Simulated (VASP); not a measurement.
# MgI2 (Fm-3m) in VASP: notebook

The runs below take MgI2 through single point, with PBE0, r2SCANh.

Program: VASP 6.6.1. These are calculated values, not measurements. Logs are shortened: lines on timing, memory, paths and dates and some standing lists are left out, and cuts for length are marked.

### 1 The cell of the first run

The structure is cubic, space group Fm-3m (No. 225). The conventional cell has a = 7.511 Å, b = 7.511 Å, c = 7.511 Å, α = 90.00°, β = 90.00°, γ = 90.00°. Within 4.3 Å of Mg (site symmetry m-3m) lie 8 I at 3.25 Å. I (site symmetry -43m) has 4 Mg at 3.25 Å and 6 I at 3.76 Å within 4.3 Å.

### 2 Single point, PBE0

The input, POSCAR:

```
MgI2
1.0
    0.0000000000      3.7557205824      3.7557205824
    3.7557205824      0.0000000000      3.7557205824
    3.7557205824      3.7557205824      0.0000000000
Mg I
1 2
Direct
    0.0000000000      0.0000000000      0.0000000000
    0.2500000000      0.2500000000      0.2500000000
    0.7500000000      0.7500000000      0.7500000000
```

The input, INCAR.step1:

```
ALGO = Normal
EDIFF = 1E-5
ENCUT = 520
GGA = PE
ISIF = 2
ISMEAR = 0
LASPH = T
LCHARG = F
LREAL = F
LWAVE = T
NBANDS = 15
NELM = 80
PREC = Accurate
SIGMA = 0.01
```

The input, INCAR.step2:

```
AEXX = 0.25
ALGO = Normal
EDIFF = 1E-7
ENCUT = 520
GGA = PE
ISIF = 2
ISMEAR = 0
ISTART = 1
LASPH = T
LCHARG = F
LHFCALC = T
LREAL = F
LWAVE = F
NBANDS = 15
NELM = 80
PREC = Accurate
PRECFOCK = Normal
SIGMA = 0.01
```

The input, KPOINTS:

```
k-points
0
Gamma
  4 4 4
```

Potentials or basis: VASP PAW PBE potentials, release 64 (Mg, I).

Command:

```
> cat potpaw_PBE.64/Mg/POTCAR potpaw_PBE.64/I/POTCAR > POTCAR
> cp INCAR.step1 INCAR
> mpirun -np 1 vasp_std > vasp.out
> cp INCAR.step2 INCAR
> mpirun -np 1 vasp_std > vasp.out
```

OUTCAR:

```text
AEXX = 0.25
   EDIFF = 1E-7
   ENCUT = 520
   GGA = PE
   ISIF = 2
   ISMEAR = 0
   ISTART = 1
   LASPH = T
   LHFCALC = T
   LREAL = F
   NELM = 80
   PREC = Accurate
   PRECFOCK = Normal

 ion  position               nearest neighbor table
   1  0.000  0.000  0.000-   3 3.25   3 3.25   3 3.25   2 3.25   3 3.25   2 3.25   2 3.25   2 3.25

   2  0.250  0.250  0.250-   1 3.25   1 3.25   1 3.25   1 3.25
   3  0.750  0.750  0.750-   1 3.25   1 3.25   1 3.25   1 3.25

  LATTYP: Found a face centered cubic cell.
 ALAT       =     7.5114411648

  Lattice vectors:

 A1 = (   0.0000000000,   3.7557205824,   3.7557205824)
 A2 = (   3.7557205824,   0.0000000000,   3.7557205824)
 A3 = (   3.7557205824,   3.7557205824,   0.0000000000)

Analysis of symmetry for initial positions (statically):
=====================================================================
 Subroutine PRICEL returns:
 Original cell was already a primitive cell.

 Routine SETGRP: Setting up the symmetry group for a
 face centered cubic supercell.

 Subroutine GETGRP returns: Found 48 space group operations
 (whereof 48 operations were pure point group operations)
 out of a pool of 48 trial point group operations.

The static configuration has the point symmetry O_h .

Analysis of symmetry for dynamics (positions and initial velocities):
=====================================================================
 Subroutine PRICEL returns:
 Original cell was already a primitive cell.

 Routine SETGRP: Setting up the symmetry group for a
 face centered cubic supercell.

 Subroutine GETGRP returns: Found 48 space group operations
 (whereof 48 operations were pure point group operations)
 out of a pool of 48 trial point group operations.

The dynamic configuration has the point symmetry O_h .

 Subroutine INISYM returns: Found 48 space group operations
 (whereof 48 operations are pure point group operations),
 and found     1 'primitive' translations

----------------------------------------------------------------------------------------

                                     Primitive cell

  volume of cell :     105.9522

  direct lattice vectors                    reciprocal lattice vectors
     0.000000000  3.755720582  3.755720582    -0.133130245  0.133130245  0.133130245
     3.755720582  0.000000000  3.755720582     0.133130245 -0.133130245  0.133130245
     3.755720582  3.755720582  0.000000000     0.133130245  0.133130245 -0.133130245

  length of vectors
[... 86 lines left out ...]
     AMIX     =   0.40;   BMIX     =  1.00
     AMIX_MAG =   1.60;   BMIX_MAG =  1.00
  volume/ion in A,a.u.               =      35.32       238.33
  Fermi-wavevector in a.u.,A,eV,Ry     =   0.871789  1.647443 10.340654  0.760017
  Thomas-Fermi vector in A             =   1.990947
   LORBIT       =      0    0 simple, 1 ext, 2 COOP (PROOUT), +10 PAW based schemes
   GGA     = PE    functional components
   LHFCALC =     T    Hartree Fock is set to
   PRECFOCK=normal    Normal, Fast or Accurate (Low or Medium for compatibility)
   ENCUT4O =  -1.0   cutoff for four orbital integrals eV
   NKREDX  =     1    reduce k-point grid by
   NKREDY  =     1    reduce k-point grid by
   NKREDZ  =     1    reduce k-point grid by
   AEXX    =    0.2500 exact exchange contribution
   HFSCREEN=    0.0000 screening length (either q_TF or 0.3 A-1)
   HFSCREENC=   0.0000 screening length for correlation (either q_TF or 0.3 A-1)
   ENCUTFOCK=  -1.0 apply spherical cutoff to Coloumb kernel
   IVDW    =     0    specifies the selected vdW correction
   LEPSILON=     F    determine dielectric tensor
   LRPA    =     F    only Hartree local field effects (RPA)
 non-spin polarized calculation
 Gauss-broadening in eV      SIGMA  =   0.01
  energy-cutoff  :      520.00
  volume of cell :      105.95
 maximum number of plane-waves:      2884
  NGX = 30; NGY = 30; NGZ = 30

 number of electron      16.0000001 magnetization

 Free energy of the ion-electron system (eV)
  ---------------------------------------------------
  ext. energy  EPLUGINS =         0.00000000
  ---------------------------------------------------
  free energy    TOTEN  =        -8.46544864 eV

  energy without entropy =       -8.46544864  energy(sigma->0) =       -8.46544864

 E-fermi :   2.4023     XC(G=0):  -6.4263

 val. band max:        2.3448258391   @ k =   0.5000   0.5000   0.0000
 cond. band min:       4.3898930864   @ k =   0.0000   0.0000   0.0000
 fundamental gap:      2.0450672472
 Fermi energy:         2.4023168371

 k-point     1 :       0.0000    0.0000    0.0000
  band No.  band energies     occupation
      1     -11.7761      2.00000
      2     -10.0315      2.00000
      3      -0.8980      2.00000
      4      -0.8980      2.00000
      5      -0.8980      2.00000
      6       1.1343      2.00000
      7       1.1343      2.00000
      8       1.1343      2.00000
      9       4.3899      0.00000
     10       6.9707      0.00000
     11       6.9707      0.00000
     12       6.9707      0.00000
     13       9.1016      0.00000
     14       9.1016      0.00000
[... 113 lines left out ...]
      2     -10.8719      2.00000
      3      -2.7390      2.00000
      4      -2.1135      2.00000
      5      -0.3101      2.00000
      6      -0.3101      2.00000
      7       1.9811      2.00000
      8       2.1335      2.00000
      9       5.7832      0.00000
     10       8.0415      0.00000
     11       9.4276      0.00000
     12       9.4276      0.00000
     13      11.7115      0.00000
     14      11.9742      0.00000
     15      11.9742      0.00000

------------------------ aborting loop because EDIFF is reached ----------------------------------------

  FORCE on cell =-STRESS in cart. coord.  units (eV):
  Direction    XX          YY          ZZ          XY          YZ          ZX
  --------------------------------------------------------------------------------------
  -------------------------------------------------------------------------------------
  Total       -0.3949135     -0.3949135     -0.3949135     -0.0000000      0.0000000     -0.0000000
  in kB       -5.9717662     -5.9717662     -5.9717662     -0.0000000      0.0000000     -0.0000000
  external PRESSURE =      -5.9717662 kB  Pullay stress =       0.0000000 kB

 VOLUME and BASIS-vectors are now :
 -----------------------------------------------------------------------------
  energy-cutoff  :      520.00
  volume of cell :      105.95
      direct lattice vectors                 reciprocal lattice vectors
     0.000000000  3.755720582  3.755720582    -0.133130245  0.133130245  0.133130245
     3.755720582  0.000000000  3.755720582     0.133130245 -0.133130245  0.133130245
     3.755720582  3.755720582  0.000000000     0.133130245  0.133130245 -0.133130245

 POSITION                                       TOTAL-FORCE (eV/Angst)
 -----------------------------------------------------------------------------------
      0.00000      0.00000      0.00000         0.000000     -0.000000      0.000000
      1.87786      1.87786      1.87786         0.000000      0.000000      0.000000
      5.63358      5.63358      5.63358        -0.000000     -0.000000     -0.000000
 -----------------------------------------------------------------------------------
    total drift:                               -0.000000      0.000000     -0.000000

  FREE ENERGIE OF THE ION-ELECTRON SYSTEM (eV)
  ---------------------------------------------------
  free  energy   TOTEN  =        -8.4654486433 eV

  energy  without entropy=       -8.4654486433  energy(sigma->0) =       -8.46544864
```

OUTCAR.step1:

```text
EDIFF = 1E-5
   ENCUT = 520
   GGA = PE
   ISIF = 2
[... 352 lines left out ...]
      0.00000      0.00000      0.00000        -0.000000      0.000000      0.000000
      1.87786      1.87786      1.87786         0.000000      0.000000      0.000000
      5.63358      5.63358      5.63358        -0.000000     -0.000000     -0.000000
 -----------------------------------------------------------------------------------
    total drift:                                0.000000     -0.000000      0.000000

  FREE ENERGIE OF THE ION-ELECTRON SYSTEM (eV)
  ---------------------------------------------------
  free  energy   TOTEN  =        -6.3977136929 eV

  energy  without entropy=       -6.3977136929  energy(sigma->0) =       -6.39771369
```

Wall time 11 min (1 thread of Intel Xeon Platinum 8488C (Sapphire Rapids), shared host); peak memory 0.26 GiB.

What came out:

```
Free energy            : -8.4654 eV
Pressure               : -0.6 GPa
Band gap on the k mesh : 2.05 eV (least direct gap 2.51 eV)
```

Levels at points of the mesh, in eV from the valence-band top:
| k point | band 4 | band 5 | band 6 | band 7 | band 8 | band 9 | band 10 | band 11 | band 12 | band 13 |
| --- | --- | --- | --- | --- | --- | --- | --- | --- | --- | --- |
| (0.00, 0.00, 0.00) | -3.24 | -3.24 | -1.21 | -1.21 | -1.21 | 2.05 | 4.63 | 4.63 | 4.63 | 6.76 |
| (0.50, 0.00, 0.00) | -2.74 | -2.74 | -2.74 | -2.47 | -2.47 | 4.24 | 6.75 | 6.75 | 7.55 | 8.28 |
| (0.50, 0.50, 0.00) | -4.11 | -4.11 | -0.55 | -0.55 | 0.00 | 2.51 | 5.67 | 8.19 | 8.20 | 8.20 |

Caveat: the structure was generated, so it needn't be the stable form of MgI2; the PAW data sets were made with another functional, which shifts forces and pressure a little; spin-orbit coupling is left out, which moves the levels of the heavy elements.

### 3 Single point, r2SCANh

POSCAR is that of step 2.

The input, INCAR.step1:

```
PREC = Accurate
ENCUT = 520
EDIFF = 1E-5
ISMEAR = 0
SIGMA = 0.01
LREAL = F
LASPH = T
NELM = 100
ALGO = Normal
ISIF = 2
LWAVE = T
LCHARG = F
GGA = PE
NBANDS = 15
```

The input, INCAR.step2:

```
PREC = Accurate
ENCUT = 520
EDIFF = 1E-6
ISMEAR = 0
SIGMA = 0.01
LREAL = F
LASPH = T
NELM = 100
ALGO = Normal
ISIF = 2
LWAVE = F
LCHARG = F
METAGGA = R2SCAN
LHFCALC = T
AEXX = 0.1
LMIXTAU = T
PRECFOCK = Normal
ISTART = 1
NBANDS = 15
```

The input, KPOINTS:

```
Automatic mesh
0
Gamma
  4 4 4
```

Potentials or basis: VASP PAW PBE potentials, release 64 (Mg, I).

Command:

```
> cat potpaw_PBE.64/Mg/POTCAR potpaw_PBE.64/I/POTCAR > POTCAR
> cp INCAR.step1 INCAR
> mpirun -np 1 vasp_std > vasp.out
> cp INCAR.step2 INCAR
> mpirun -np 1 vasp_std > vasp.out
```

Wall time 11 min (1 thread of Intel Xeon Platinum 8488C (Sapphire Rapids), shared host); peak memory 0.3 GiB.

Results (log left out):

```yaml
Free_energy: -51.4469 eV
Pressure: -0.3 GPa
Band_gap_on_the_k_mesh: 1.77 eV (least direct gap 2.02 eV)
```

Levels at points of the mesh, in eV from the valence-band top:
| k point | band 4 | band 5 | band 6 | band 7 | band 8 | band 9 | band 10 | band 11 | band 12 | band 13 |
| --- | --- | --- | --- | --- | --- | --- | --- | --- | --- | --- |
| (0.00, 0.00, 0.00) | -3.15 | -3.15 | -1.19 | -1.19 | -1.19 | 1.77 | 4.07 | 4.07 | 4.07 | 6.29 |
| (0.50, 0.00, 0.00) | -2.65 | -2.65 | -2.64 | -2.40 | -2.40 | 3.79 | 6.21 | 6.21 | 6.87 | 7.71 |
| (0.50, 0.50, 0.00) | -3.98 | -3.98 | -0.54 | -0.54 | 0.00 | 2.02 | 5.30 | 7.57 | 7.66 | 7.66 |

Caveat: the structure was generated, so it needn't be the stable form of MgI2; the PAW data sets were made with another functional, which shifts forces and pressure a little; spin-orbit coupling is left out, which moves the levels of the heavy elements.
